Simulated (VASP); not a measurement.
# C (Fmmm) in VASP: further runs

The runs below take C through single point, with PBE+D3(BJ).

Everything below comes from runs of VASP 6.6.1. Logs are shortened: lines on timing, memory, paths and dates and some standing lists are left out, and cuts for length are marked.

### 1 The cell of the first run

It takes space group Fmmm (No. 69, orthorhombic). The conventional cell has a = 2.381 Å, b = 4.944 Å, c = 6.562 Å, α = 90.00°, β = 90.00°, γ = 90.00°. Within 1.9 Å of C (site symmetry m2m) lie 3 C at 1.45 to 1.65 Å.

### 2 Single point, PBE+D3(BJ) (9.66 Å³/atom)

INCAR reads:

```
  PREC = Accurate
  ENCUT = 520
  EDIFF = 1E-6
  ISMEAR = 0
  SIGMA = 0.03
  LREAL = False
  LASPH = True
  NELM = 100
  ALGO = Normal
  ISIF = 2
  LWAVE = False
  LCHARG = True
  GGA = PE
  IVDW = 12
  LELF = True
  LVHAR = True
  NBANDS = 11
```

KPOINTS reads:

```
regular mesh
0
Gamma
  18 18 18
```

POSCAR reads:

```
C
1.0
    0.0000000000      2.4720293745      3.2810314838
    1.1903872136      0.0000000000      3.2810314838
    1.1903872136      2.4720293745      0.0000000000
C
2
Direct
    0.1666966007      0.8333033993      0.1666966007
    0.8333033993      0.1666966007      0.8333033993
```

Potentials or basis: VASP PAW PBE potentials, release 64 (C).

Run with:

```
$ cat potpaw_PBE.64/C/POTCAR > POTCAR
$ mpirun -np 1 vasp_std > vasp.out
```

OUTCAR:

```text
PREC = Accurate
   ENCUT = 520
   EDIFF = 1E-6
   ISMEAR = 0
   LREAL = False
   LASPH = True
   NELM = 100
   ISIF = 2
   GGA = PE
   IVDW = 12
 IVDW          = 12

 ion  position               nearest neighbor table
   1  0.167  0.833  0.167-   2 1.45   2 1.45   2 1.65
   2  0.833  0.167  0.833-   1 1.45   1 1.45   1 1.65

  LATTYP: Found a face centered orthorhombic cell.
 ALAT       =     2.3807744272
 B/A-ratio  =     2.0766598853
 C/A-ratio  =     2.7562724518

  Lattice vectors:

 A1 = (   0.0000000000,   2.4720293745,   3.2810314838)
 A2 = (   1.1903872136,   0.0000000000,   3.2810314838)
 A3 = (   1.1903872136,   2.4720293745,   0.0000000000)

Analysis of symmetry for initial positions (statically):
=====================================================================
 Subroutine PRICEL returns:
 Original cell was already a primitive cell.

 Routine SETGRP: Setting up the symmetry group for a
 face centered orthorhombic supercell.

 Subroutine GETGRP returns: Found  8 space group operations
 (whereof  8 operations were pure point group operations)
 out of a pool of  8 trial point group operations.

The static configuration has the point symmetry D_2h.

Analysis of symmetry for dynamics (positions and initial velocities):
=====================================================================
 Subroutine PRICEL returns:
 Original cell was already a primitive cell.

 Routine SETGRP: Setting up the symmetry group for a
 face centered orthorhombic supercell.

 Subroutine GETGRP returns: Found  8 space group operations
 (whereof  8 operations were pure point group operations)
 out of a pool of  8 trial point group operations.

The dynamic configuration has the point symmetry D_2h.

 Subroutine INISYM returns: Found  8 space group operations
 (whereof  8 operations are pure point group operations),
 and found     1 'primitive' translations

----------------------------------------------------------------------------------------

                                     Primitive cell

  volume of cell :      19.3100

  direct lattice vectors                    reciprocal lattice vectors
     0.000000000  2.472029374  3.281031484    -0.420031393  0.202262969  0.152391101
     1.190387214  0.000000000  3.281031484     0.420031393 -0.202262969  0.152391101
     1.190387214  2.472029374  0.000000000     0.420031393  0.202262969 -0.152391101

  length of vectors
     4.108052681  3.490299316  2.743711163     0.490468885  0.490468885  0.490468885

[... 87 lines left out ...]
   ISYM   =      2    0-nonsym 1-usesym 2-fastsym
   POTIM  = 0.5000    time-step for ionic-motion
   TEBEG  =    0.0;   TEEND  =   0.0 temperature during run
   PSTRESS=    0.0 pullay stress
   NELECT =       8.0000    total number of electrons
   NUPDOWN=      -1.0000    fix difference up-down
   EMIN   =  10.00;   EMAX   =-10.00  energy-range for DOS
   EFERMI =   0.00;   METHOD = LEGACY
   ISMEAR =     0;   SIGMA  =   0.03  broadening in eV -4-tet -1-fermi 0-gaus
   EFERMI_NEDOS =   21; number of points for ismear=-14 and -15
   IALGO  =     38    algorithm
   IMIX   =      4    mixing-type and parameters
     AMIX     =   0.40;   BMIX     =  1.00
     AMIX_MAG =   1.60;   BMIX_MAG =  1.00
  volume/ion in A,a.u.               =       9.66        65.16
  Fermi-wavevector in a.u.,A,eV,Ry     =   1.220424  2.306267 20.264990  1.489435
  Thomas-Fermi vector in A             =   2.355642
   LORBIT       =      0    0 simple, 1 ext, 2 COOP (PROOUT), +10 PAW based schemes
   GGA     = PE    functional components
   LHFCALC =     F    Hartree Fock is set to
   AEXX    =    0.0000 exact exchange contribution
   IVDW    =    12    specifies the selected vdW correction
   LEPSILON=     F    determine dielectric tensor
   LRPA    =     F    only Hartree local field effects (RPA)
 non-spin polarized calculation
 Gauss-broadening in eV      SIGMA  =   0.03
  energy-cutoff  :      520.00
  volume of cell :       19.31
 maximum number of plane-waves:       536
   NGX = 15   NGY = 13   NGZ = 11

 number of electron       8.0000000 magnetization

 Free energy of the ion-electron system (eV)
  ---------------------------------------------------
  ext. energy  EPLUGINS =         0.00000000
  ---------------------------------------------------
  free energy    TOTEN  =       -17.33179656 eV

  energy without entropy =      -17.33179656  energy(sigma->0) =      -17.33179656

 E-fermi :   4.0615     XC(G=0): -10.1236

 val. band max:        3.9507146343   @ k =   0.0000   0.2778   0.2778
 cond. band min:       4.1692931164   @ k =   0.0000   0.2778   0.2778
 fundamental gap:      0.2185784821
 Fermi energy:         4.0615265793

 k-point     1 :       0.0000    0.0000    0.0000
  band No.  band energies     occupation
      1     -14.5572      2.00000
      2      -1.4034      2.00000
      3       0.2376      2.00000
      4       1.6916      2.00000
      5       7.3879      0.00000
      6       9.0899      0.00000
      7      13.1858      0.00000
      8      13.3003      0.00000
      9      15.7573      0.00000
     10      24.9881      0.00000
     11      27.7390      0.00000
[... 309 lines left out ...]
 k-point    24 :      -0.2222    0.0556   -0.0000
  band No.  band energies     occupation
      1     -12.7154      2.00000
      2      -3.2230      2.00000
      3      -1.5931      2.00000
      4       0.3616      2.00000
      5       8.6220      0.00000
      6       9.4166      0.00000
      7      11.5776      0.00000
      8      14.1361      0.00000
      9      20.7041      0.00000
     10      21.4149      0.00000
     11      24.5150      0.00000

 [... further k-points ...]

------------------------ aborting loop because EDIFF is reached ----------------------------------------

 Edisp (eV)   -0.29894

 E8    (eV) :    -0.0851

  FORCE on cell =-STRESS in cart. coord.  units (eV):
  Direction    XX          YY          ZZ          XY          YZ          ZX
  --------------------------------------------------------------------------------------
  -------------------------------------------------------------------------------------
  Total       2.00461   -13.44552     0.29004    -0.00000     0.00000     0.00000
  in kB     166.32564 -1115.59304    24.06465    -0.00000     0.00000     0.00000
  external pressure =     -308.40 kB  Pullay stress =        0.00 kB

 VOLUME and BASIS-vectors are now :
 -----------------------------------------------------------------------------
  energy-cutoff  :      520.00
  volume of cell :       19.31
      direct lattice vectors                 reciprocal lattice vectors
     0.000000000  2.472029374  3.281031484    -0.420031393  0.202262969  0.152391101
     1.190387214  0.000000000  3.281031484     0.420031393 -0.202262969  0.152391101
     1.190387214  2.472029374  0.000000000     0.420031393  0.202262969 -0.152391101

 POSITION                                       TOTAL-FORCE (eV/Angst)
 -----------------------------------------------------------------------------------
      1.19039      0.82416      3.28103         0.000000      0.873930      0.000000
      1.19039      4.11990      3.28103         0.000000     -0.873930      0.000000
 -----------------------------------------------------------------------------------
    total drift:                                0.000000     -0.000000      0.000000

  FREE ENERGIE OF THE ION-ELECTRON SYSTEM (eV)
  ---------------------------------------------------
  free  energy   TOTEN  =       -17.6307345922 eV

  energy  without entropy=      -17.6307345922  energy(sigma->0) =      -17.63073459
```

OSZICAR:

```text
N       E                     dE             d eps       ncg     rms          rms(c)
DAV:   1     0.240813716613E+01    0.24081E+01   -0.41348E+03 19241   0.647E+02
DAV:   2    -0.175807125322E+02   -0.19989E+02   -0.18866E+02 25163   0.116E+02
DAV:   3    -0.181144474098E+02   -0.53373E+00   -0.53254E+00 23423   0.154E+01
DAV:   4    -0.181166016671E+02   -0.21543E-02   -0.21541E-02 20779   0.122E+00
DAV:   5    -0.181166104171E+02   -0.87500E-05   -0.87498E-05 22884   0.738E-02    0.532E+00
DAV:   6    -0.175130436681E+02    0.60357E+00   -0.54197E-01 21205   0.440E+00    0.303E+00
DAV:   7    -0.173295144917E+02    0.18353E+00   -0.59464E-01 22071   0.462E+00    0.799E-01
DAV:   8    -0.173319303942E+02   -0.24159E-02   -0.17700E-02 20481   0.905E-01    0.979E-02
DAV:   9    -0.173317379505E+02    0.19244E-03   -0.74745E-04 21987   0.184E-01    0.434E-02
DAV:  10    -0.173317923126E+02   -0.54362E-04   -0.79303E-05 20782   0.628E-02    0.101E-02
DAV:  11    -0.173317963209E+02   -0.40083E-05   -0.57433E-06 21852   0.179E-02    0.423E-03
DAV:  12    -0.173317965560E+02   -0.23517E-06   -0.75026E-07 20610   0.616E-03
   1 F= -.17630735E+02 E0= -.17630735E+02  d E =-.213354E-10
```

stdout:

```text
POSCAR found type information on POSCAR C
 POSCAR found :  1 types and       2 ions
 scaLAPACK will be used
 LDA part: xc-table for (Slater+PW92), standard interpolation
 POSCAR, INCAR and KPOINTS ok, starting setup
 FFT: planning ... GRIDC
 FFT: planning ... GRID_SOFT
 FFT: planning ... GRID
 WAVECAR not read
 entering main loop
```

Wall time 60 s (1 thread of Intel Xeon 6975P-C (Granite Rapids), shared host); peak memory 0.27 GiB.

What came out:

```yaml
Free_energy: -17.6307 eV
Pressure: -30.8 GPa
Largest_force: 0.874 eV/Å
Dispersion_energy_per_atom: -0.149 eV
```

Forces in eV/Å, atoms in the order of the input:
```
C    0.000  0.874  0.000
C    0.000 -0.874  0.000
```

Caveat: the cell stands under tension.

### 3 Single point, PBE+D3(BJ) (9.66 Å³/atom)

INCAR reads:

```
SYSTEM = C
ALGO = Normal
EDIFF = 1E-7
ENCUT = 520
GGA = PE
ISIF = 2
ISMEAR = 0
IVDW = 12
LASPH = .True.
LCHARG = .True.
LELF = .True.
LREAL = .False.
LVHAR = .True.
LWAVE = .False.
NBANDS = 11
NELM = 60
PREC = Accurate
SIGMA = 0.03
```

KPOINTS reads:

```
k-points
0
Gamma
  18 18 18
  0 0 0
```

POSCAR reads:

```
C
1.0
    0.0000000000      2.0606766057      3.5936211529
    1.3037975076      0.0000000000      3.5936211529
    1.3037975076      2.0606766057      0.0000000000
C
2
Direct
    0.1666966007      0.8333033993      0.1666966007
    0.8333033993      0.1666966007      0.8333033993
```

Potentials or basis: VASP PAW PBE potentials, release 64 (C).

Run with:

```
$ cat potpaw_PBE.64/C/POTCAR > POTCAR
$ mpirun -np 1 vasp_std > vasp.out
```

It took 62 s on 1 thread of Intel Xeon 6975P-C (Granite Rapids), shared host; peak memory 0.27 GiB.

Results (log left out):

* Free energy: -18.5124 eV
* Pressure: -5.9 GPa
* Largest force: 1.048 eV/Å
* Dispersion energy per atom: -0.142 eV

Forces on the atoms (eV/Å):
```
C    0.000  1.048  0.000
C    0.000 -1.048  0.000
```

Stress tensor (GPa, compression positive):
```
-45.04   0.00   0.00
  0.00  28.61   0.00
  0.00   0.00  -1.32
```

Caveat: the cell stands under tension; forces of over 1 eV/Å act on the atoms, so gaps and moduli don't describe the material at rest.
